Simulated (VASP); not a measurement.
Input of a VASP 6.6.1 run:

Contents of INCAR:

```
PREC = Accurate
ENCUT = 520
EDIFF = 1E-6
ISMEAR = 0
SIGMA = 0.03
LREAL = Auto
LASPH = True
NELM = 60
ALGO = Normal
ISIF = 2
LWAVE = False
LCHARG = False
GGA = RE
IVDW = 12
NBANDS = 268
```

The input KPOINTS:

```
regular mesh
0
Gamma
  1 1 1
```

File POSCAR:

```
Ge32H19N
1.0
    8.0016200000      8.0016200000      0.0000000000
   -8.0016200000      8.0016200000      0.0000000000
    0.0000000000      0.0000000000     20.9129000000
Ge H N
32 19 1
Direct
   -0.3129650000      0.3132848000      0.3426049500
   -0.1878861500     -0.3178325000      0.3428340500
    0.0531949600     -0.0523347800      0.3615409300
    0.3185085200      0.1883721900      0.3427064100
   -0.0310140500     -0.4674388000      0.3827256300
    0.2121226500     -0.2122890500      0.3583378000
    0.4677450100      0.0313006600      0.3825829100
    0.5338138800     -0.5331845700      0.3829867500
   -0.1207933600      0.3859544000      0.3038977200
   -0.1189427500     -0.1268559200      0.3010686200
    0.1277068700      0.1192697700      0.3007580400
    0.3867357900      0.3811359900      0.3033083500
    0.1134717000     -0.3773298600      0.3028527200
    0.3775484700     -0.1136923100      0.3029401500
    0.6141532200      0.1212330600      0.3037388300
    0.6195813300     -0.3864634200      0.3031495800
   -0.0010438000      0.2510284300      0.2350227200
    0.0015817600     -0.2524346800      0.2284923300
    0.2527863800     -0.0019487600      0.2284148000
    0.5001530000      0.2492693100      0.2289066100
    0.2487460100     -0.4991911700      0.2357398000
    0.4993678600     -0.2488200200      0.2357431500
    0.7489782000      0.0011651300      0.2350345800
    0.7508883400     -0.5003695300      0.2289406300
   -0.1250000000      0.1250000000      0.1644630000
   -0.1250000000     -0.3750000000      0.1644630000
    0.1250000000     -0.1250000000      0.1644630000
    0.3750000000      0.1250000000      0.1644630000
    0.1250000000     -0.6250000000      0.1644630000
    0.3750000000     -0.3750000000      0.1644630000
    0.6250000000     -0.1250000000      0.1644630000
    0.6250000000     -0.6250000000      0.1644630000
   -0.0489780000      0.0489780000      0.1195430000
   -0.2010220000      0.2010220000      0.1195430000
   -0.0489780000     -0.4510220000      0.1195430000
   -0.2010220000     -0.2989780000      0.1195430000
    0.2010220000     -0.2010220000      0.1195430000
    0.0489780000     -0.0489780000      0.1195430000
    0.4510220000      0.0489780000      0.1195430000
    0.2989780000      0.2010220000      0.1195430000
    0.2010220000     -0.7010220000      0.1195430000
    0.0489780000     -0.5489780000      0.1195430000
    0.4510220000     -0.4510220000      0.1195430000
    0.2989780000     -0.2989780000      0.1195430000
    0.7010220000     -0.2010220000      0.1195430000
    0.5489780000     -0.0489780000      0.1195430000
    0.7010220000     -0.7010220000      0.1195430000
    0.5489780000     -0.5489780000      0.1195430000
    0.0152315500     -0.0142406600      0.4300398900
    0.3292785700     -0.2244322600      0.4575317000
    0.2359531800     -0.3376345000      0.4538110700
    0.2471580800     -0.2504228100      0.4432330200
```

Potentials or basis: VASP PAW PBE potentials, release 64 (Ge_d, H, N).

Run with:

```console
$ cat potpaw_PBE.64/Ge_d/POTCAR potpaw_PBE.64/H/POTCAR potpaw_PBE.64/N/POTCAR > POTCAR
$ mpirun -np 1 vasp_gam > vasp.out
```

(1) What does it give for the dispersion energy per atom?

(2) Estimate the largest force.

Results:

(1) -0.268 eV.

(2) 0.615 eV/Å.

Caveat: the k points lie up to 0.56 Å⁻¹ apart; the PAW data sets were made with another functional, which shifts forces and pressure a little.
